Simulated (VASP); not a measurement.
## Pt: single point with PBEsol

Crystal: Pt.

```
CELL_PARAMETERS angstrom
0.00000 2.01664 1.92853
2.01664 0.00000 1.92853
2.01664 2.01664 0.00000
ATOMIC_POSITIONS crystal
Pt 0.00000 0.00000 0.00000
```

This cell differs from its parent crystal: strain +0.030 along x and y, -0.015 along z.

- Program: VASP 6.6.1
- Task: single point
- Functional: PBEsol
- Potentials or basis: VASP PAW PBE potentials, release 64 (Pt)
- Cutoff: 520 eV
- k mesh: 20 × 20 × 20
- Occupations: gaussian, width 0.15 eV
- Spin: no spin polarisation

| Quantity | Value |
| --- | --- |
| Pressure | -11.0 GPa |
| Band gap on the k mesh | zero (band 5 reaches 10.98 eV, above the bottom of band 6 at 8.75 eV) |

Stress tensor (GPa, compression positive):
```
-11.99   0.00   0.00
  0.00 -11.99   0.00
  0.00   0.00  -8.94
```

Levels at points of the mesh, in eV from the Fermi level:
| k point | band 1 | band 2 | band 3 | band 4 | band 5 | band 6 | band 7 | band 8 | band 9 | band 10 |
| --- | --- | --- | --- | --- | --- | --- | --- | --- | --- | --- |
| (0.00, 0.00, 0.00) | -9.85 | -3.72 | -3.72 | -3.23 | -1.81 | -1.26 | 14.76 | 19.10 | 19.10 | 20.21 |
| (0.50, 0.00, 0.00) | -6.96 | -3.86 | -3.36 | -0.38 | -0.09 | 0.17 | 5.52 | 14.22 | 18.24 | 19.19 |
| (0.50, 0.50, 0.00) | -6.63 | -6.24 | 0.00 | 0.47 | 0.47 | 2.37 | 9.16 | 10.68 | 10.68 | 19.21 |
| (0.50, 0.00, 0.50) | -6.70 | -6.23 | 0.00 | 0.25 | 0.63 | 1.52 | 8.06 | 11.36 | 11.63 | 19.88 |

Wall time 62 s on 1 thread of Intel(R) Xeon(R) Platinum 8259CL CPU @ 2.50GHz (Skylake/Cascade Lake), with other jobs on the host, peak memory 0.23 GiB.

Caveat: the cell differs from its parent crystal (strain +0.030 along x and y, -0.015 along z); the PAW data sets were made with another functional, which shifts forces and pressure a little; spin-orbit coupling is left out, which moves the levels of the heavy elements.
